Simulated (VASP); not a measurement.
Runs of VASP 6.6.1 on AlCo (rocksalt type). The structure is that of space group Fm-3m (No. 225), or close to it. The cells are those of the table. 

| cell | gap on the mesh (eV) | pressure (GPa) |
| --- | --- | --- |
| a = 3.220 Å, angles 60.0°, 2 atoms | none | (a) |
| a = 3.387 Å, angles 60.0°, 2 atoms | none | 0.0 |
| a = 3.221 Å, angles 60.0°, 2 atoms | none | 24.8 |
| a = 3.219 Å, angles 60.0°, 2 atoms | none | 25.1 |

Alike in all rows: task single point; level PBE; potentials or basis VASP PAW PBE potentials, release 64 (Co, Al); no spin polarisation; k mesh 14 × 14 × 14; cutoff (eV) 520; smearing fermi-dirac 0.08 eV.

Q: Estimate the missing entries.

A: (a) 25.0.

A gap of «none» marks levels without a gap at the run's occupations.
